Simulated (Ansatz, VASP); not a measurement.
# CdS: VASP beside Ansatz

```
Cd S
1.0
     0.00000    2.93921    2.93921
     2.93921    0.00000    2.93921
     2.93921    2.93921    0.00000
Cd S
1 1
Direct
  0.00000 0.00000 0.00000
  0.25000 0.25000 0.25000
```

Alike in both runs: task single point; functional r2SCAN; k mesh 6 × 6 × 6; occupations gaussian, width 0.5 eV; no spin polarisation.

```csv
,VASP,Ansatz
version,VASP 6.6.1,Ansatz 0.2.0
potentials or method,"VASP PAW PBE potentials, release 64 (Cd_sv_GW, S)",plane waves
plane-wave cutoff (eV),700,500
valence electrons in the cell,26,26
```

```csv
,VASP,Ansatz,Ansatz less VASP
pressure (GPa),-0.1,0.0,+0.07
```

VASP's potentials were made for PBE, not for r2SCAN. With one functional, cell and mesh, what is left measures potentials, basis and numerics.
